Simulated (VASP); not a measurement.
**LiH: single point with r2SCAN**

LiH:

```
CELL_PARAMETERS angstrom
0.00000 2.09860 2.09860
2.09860 0.00000 2.09860
2.09860 2.09860 0.00000
ATOMIC_POSITIONS crystal
Li 0.00000 0.00000 0.00000
H 0.50000 0.50000 0.50000
```

This cell differs from its parent crystal: strain +5.0%.

```
Program             : VASP 6.6.1
Task                : single point
Functional          : r2SCAN
Potentials or basis : VASP PAW PBE potentials, release 64 (Li_sv, H)
Cutoff              : 520 eV
k mesh              : 10 × 10 × 10
Occupations         : gaussian, width 0.01 eV
Spin                : no spin polarisation
```

```yaml
Band_gap_on_the_k_mesh: 3.65 eV, direct
```

Levels at points of the mesh, in eV from the valence-band top:
```csv
k point,band 1,band 2,band 3,band 4,band 5,band 6,band 7
"(0.00, 0.00, 0.00)",-45.88,-4.94,15.83,17.93,17.93,17.93,22.17
"(0.50, 0.00, 0.00)",-45.86,-2.27,5.31,13.73,16.83,16.83,18.45
"(0.50, 0.50, 0.00)",-45.85,0.00,3.65,11.04,11.04,14.18,17.19
```

Wall time 44 s on 1 thread of Intel Xeon 8259CL, on a shared host, peak memory 0.14 GiB.

Caveat: the cell differs from its parent crystal (strain +5.0%). A k mesh can miss the band edges.
